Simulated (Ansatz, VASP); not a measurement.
# Two plane-wave programs on SnSe

```
CELL_PARAMETERS angstrom
0.00000 3.04961 3.04961
3.04961 0.00000 3.04961
3.04961 3.04961 0.00000
ATOMIC_POSITIONS crystal
Sn 0.00000 0.00000 0.00000
Se 0.50000 0.50000 0.50000
```

Alike in both runs: task single point; functional BHLYP; k mesh 4 × 4 × 4; occupations fermi-dirac, width 0.05 eV; no spin polarisation.

|  | VASP | Ansatz |
| --- | --- | --- |
| version | VASP 6.6.1 | Ansatz 0.2.0 |
| potentials or method | VASP PAW PBE potentials, release 64 (Sn_d, Se) | Ansatz PAW |
| plane-wave cutoff (eV) | 520 | 420 |
| valence electrons in the cell | 20 | 30 |

Ansatz gave:

| Item | Value |
| --- | --- |
| gap on the k mesh at the Fermi level (eV) | 1.66 |
| least direct gap on the mesh (eV) | 1.66 |
| pressure (GPa) | 1.0 |

Question: Estimate VASP's values.

Answer: gap on the k mesh at the Fermi level (eV): 0.94; least direct gap on the mesh (eV): 0.94; pressure (GPa): -1.3.

VASP's potentials were made for PBE, not for BHLYP. One of these differences is far larger than is usual between the two programs; its cause wasn't traced. With one functional, cell and mesh, what is left measures potentials, basis and numerics. VASP's potentials hold 20 valence electrons a cell and Ansatz's 30, so a difference there can come from the potentials and not from the codes.

The k mesh is coarse, so the values compare programs but aren't converged.
